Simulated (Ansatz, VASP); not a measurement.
This is a calculation of Pb for VASP 6.6.1.

File POSCAR:

```
Pb
1.0
   -1.9392470115      1.9392470115      1.9392470115
    1.9392470115     -1.9392470115      1.9392470115
    1.9392470115      1.9392470115     -1.9392470115
Pb
1
Direct
    0.0000000000      0.0000000000      0.0000000000
```

Contents of INCAR.step1:

```
  ALGO = Normal
  EDIFF = 1E-5
  ENCUT = 520
  GGA = PE
  ISIF = 2
  ISMEAR = -1
  LASPH = T
  LREAL = F
  LWAVE = T
  NBANDS = 13
  NELM = 80
  PREC = Accurate
  SIGMA = 0.05
```

The input INCAR.step2:

```
  AEXX = 0.25
  ALGO = Normal
  EDIFF = 1E-7
  ENCUT = 520
  GGA = PE
  ISIF = 2
  ISMEAR = -1
  ISTART = 1
  LASPH = T
  LCHARG = T
  LELF = T
  LHFCALC = T
  LREAL = F
  LVHAR = T
  LWAVE = F
  NBANDS = 13
  NELM = 80
  PREC = Accurate
  PRECFOCK = Normal
  SIGMA = 0.05
```

Contents of KPOINTS:

```
k-points
0
Gamma
  6 6 6
```

Potentials or basis: VASP PAW PBE potentials, release 64 (Pb_d).

Launch:

```sh
$ cat potpaw_PBE.64/Pb_d/POTCAR > POTCAR
$ cp INCAR.step1 INCAR
$ mpirun -np 1 vasp_std > vasp.out
$ cp INCAR.step2 INCAR
$ mpirun -np 1 vasp_std > vasp.out
```

Question: Translate it to Ansatz 0.2.0. Potentials there: Ansatz PAW.

Answer: As run (the cutoff follows the program's own potentials):

input.yaml

```yaml
crystal:
  lattice:
    - [-1.9392470115, 1.9392470115, 1.9392470115]
    - [1.9392470115, -1.9392470115, 1.9392470115]
    - [1.9392470115, 1.9392470115, -1.9392470115]
  atoms:
    - { symbol: Pb, position: [0.0, 0.0, 0.0] }
hamiltonian:
  xc: pbe0
  pseudopotentials: { kind: paw }
kpoints:
  mp_grid: { grid: [6, 6, 6] }
scf:
  occupations: { method: fermi_dirac, width: 0.05 }
output:
  forces: true
  stress: true
  eigenvalues: true
```

Potentials or basis: Ansatz PAW.

Launch:

```bash
$ ansatz run input.yaml --threads 2 --pin off --max-ram 5632MiB --backend cpu --events-out ev --progress --plain --runs-dir out
```

Both were run:

|  | VASP | Ansatz | Ansatz less VASP |
| --- | --- | --- | --- |
| gap on the k mesh at the Fermi level (eV) | none | none | - |
| pressure (GPa) | 2.2 | 2.3 | +0.10 |

A gap of «none» marks a metal or a gap that the smearing closes.

The k mesh is coarse, so the values compare programs but aren't converged. Neither program's run includes spin-orbit coupling.
